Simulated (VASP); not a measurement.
Al:

```
CELL_PARAMETERS angstrom
2.18293 1.26031 1.06762
-2.18293 1.26031 1.06762
0.00000 -2.52063 1.06762
ATOMIC_POSITIONS crystal
Al 0.00000 0.00000 0.00000
```

* Program: VASP 6.6.1
* Task: relaxation of cell and atoms
* Functional: PBE
* Potentials or basis: VASP PAW PBE potentials, release 64 (Al)
* Cutoff: 500 eV
* k mesh: 9 × 9 × 9
* Occupations: gaussian, width 0.1 eV
* Spin: no spin polarisation

At the start: pressure 0.2 GPa; volume 17.62 Å³/atom.

Question: How do energy, volume and symmetry change on relaxing?

Answer: Over 10 steps the energy falls by 57.4 meV/atom and the volume is 16.92 Å³/atom (-4.0 %); space group Im-3m (No. 229, to 0.05 Å).

The path:
```tsv
step	energy change (eV)	largest force (eV/Å)	pressure (GPa)	volume (Å³)
1	0.0000	0.0000	0.19	17.62
2	-0.0370	0.0000	-1.33	17.65
3	-0.0469	0.0000	-2.27	17.63
4	-0.0500	0.0000	-2.47	17.60
5	-0.0476	0.0000	-2.36	17.53
6	-0.0515	0.0000	-2.61	17.59
7	-0.0552	0.0000	1.16	16.65
8	-0.0570	0.0000	-0.25	16.97
9	-0.0570	0.0000	-0.30	16.98
10	-0.0574	0.0000	-0.05	16.92
```

Final structure:
```
CELL_PARAMETERS angstrom
2.28582 1.31972 0.93473
-2.28582 1.31972 0.93473
0.00000 -2.63944 0.93473
ATOMIC_POSITIONS crystal
Al 0.00000 0.00000 0.00000
```
